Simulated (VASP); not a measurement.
The system is Ho4S.

```
Ho S
1.0
     5.37290    0.00000    0.00000
     0.00000    5.37290    0.00000
     0.00000    0.00000    4.36564
Ho S
4 1
Direct
  0.72959 0.72959 0.50000
  0.27041 0.27041 0.50000
  0.72959 0.27041 0.50000
  0.27041 0.72959 0.50000
  0.00000 0.00000 0.00000
```

The cell was generated, and may not be a known phase.

- Program: VASP 6.6.1
- Task: relaxation of cell and atoms
- Functional: PBE
- Potentials or basis: VASP PAW PBE potentials, release 64 (Ho_3, S), 4f in core
- Cutoff: 500 eV
- k mesh: 3 × 3 × 4
- Occupations: gaussian, width 0.2 eV
- Spin: no spin polarisation

At the start: pressure 17.6 GPa; volume 25.21 Å³/atom.

Where does the relaxation end?

Over 12 steps the energy falls by 1344.9 meV/atom and the volume is 28.58 Å³/atom (+13.4 %); space group P4/mmm (No. 123, to 0.1 Å) before and after.

Step by step:
```tsv
step	energy change (eV)	largest force (eV/Å)	pressure (GPa)	volume (Å³)
1	0.0000	4.3481	17.58	126.03
2	-5.6204	0.1660	-5.37	178.01
3	-5.6653	0.0516	-3.98	169.04
4	-6.4279	0.2976	-1.72	152.30
5	-6.6084	0.5214	0.26	144.17
6	-6.2838	1.0846	7.14	128.01
7	-6.6288	0.6020	1.07	141.46
8	-6.6303	0.6270	1.35	140.62
9	-6.7198	0.1653	0.06	142.89
10	-6.7205	0.1224	-0.06	143.11
11	-6.7205	0.1315	-0.03	143.06
12	-6.7243	0.0687	-0.05	142.89
```

Final structure:
```xyz
5
Lattice="6.5566 0.0000 0.0000 0.0000 6.5566 0.0000 0.0000 0.0000 3.3238" Properties=species:S:1:pos:R:3 pbc="T T T"
Ho    4.9258    4.9258    1.6619
Ho    1.6308    1.6308    1.6619
Ho    4.9258    1.6308    1.6619
Ho    1.6308    4.9258    1.6619
S     0.0000    0.0000    0.0000
```

Caveat: the k points lie up to 0.47 Å⁻¹ apart in the final cell, too coarse for converged energies and pressures of a metal; the highest band is partly filled, so the run has too few bands; a cell axis changed by over 15 % at a fixed basis, so the end point is rough; the run has no spin polarisation, though such a crystal can be magnetic; the relaxation stopped at a loose force limit of 0.08 eV/Å, so its end isn't a converged minimum.
